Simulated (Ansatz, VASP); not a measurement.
## SrCl2 in VASP and in Ansatz

File INCAR:

```
PREC = Accurate ; ENCUT = 520
EDIFF = 1E-6 ; ISMEAR = 0
SIGMA = 0.05 ; LREAL = F
LASPH = T ; NELM = 80
ALGO = Normal ; ISIF = 2
LWAVE = F ; LCHARG = F
GGA = PS ; NBANDS = 19
```

Contents of KPOINTS:

```
Automatic mesh
0
Gamma
  6 6 6
```

The input POSCAR:

```
SrCl2
1.0
    0.0000000000      3.4855000000      3.4855000000
    3.4855000000      0.0000000000      3.4855000000
    3.4855000000      3.4855000000      0.0000000000
Sr Cl
1 2
Direct
    0.0186248886     -0.0318959827      0.0318959827
    0.2269828950      0.2894178562      0.2105821438
    0.7269828950      0.7894178562      0.7105821438
```

Input for Ansatz:

```yaml
crystal:
  lattice:
    - [0.0, 3.4855, 3.4855]
    - [3.4855, 0.0, 3.4855]
    - [3.4855, 3.4855, 0.0]
  atoms:
    - { symbol: Sr, position: [0.0186248886, -0.0318959827, 0.0318959827] }
    - { symbol: Cl, position: [0.226982895, 0.2894178562, 0.2105821438] }
    - { symbol: Cl, position: [0.726982895, 0.7894178562, 0.7105821438] }
basis:
  ecutwfc: 420
kpoints:
  mp_grid: { grid: [6, 6, 6] }
hamiltonian:
  xc: pbesol
scf:
  occupations: { method: gaussian, width: 0.05 }
output:
  forces: true
  stress: true
  eigenvalues: true
```

Change from the starting cell: mode 4 (130.3 1/cm) frozen in, largest displacement +0.225 Å.

Alike in both runs: task single point; functional PBEsol; k mesh 6 × 6 × 6; occupations gaussian, width 0.05 eV; no spin polarisation.

```csv
,VASP,Ansatz
version,VASP 6.6.1,Ansatz 0.2.0
potentials or method,"VASP PAW PBE potentials, release 64 (Sr_sv, Cl), cutoff 520 eV","scalar-relativistic, plane waves, PAW"
valence electrons in the cell,24,24
```

|  | VASP | Ansatz | Ansatz less VASP |
| --- | --- | --- | --- |
| gap on the k mesh at the Fermi level (eV) | 5.03 | 5.04 | +0.004 |
| least direct gap on the mesh (eV) | 5.34 | 5.34 | -0.005 |
| pressure (GPa) | 1.2 | 1.0 | -0.15 |
| traceless stress, the component that is largest in VASP (GPa) | -0.95 | -0.93 | +0.022 |
| rms of the force components (eV/Å) | 0.484 | 0.471 | -0.0134 |

VASP's potentials were made for PBE, not for PBEsol. Atom by atom the forces differ by 0.013 eV/Å (rms over components).
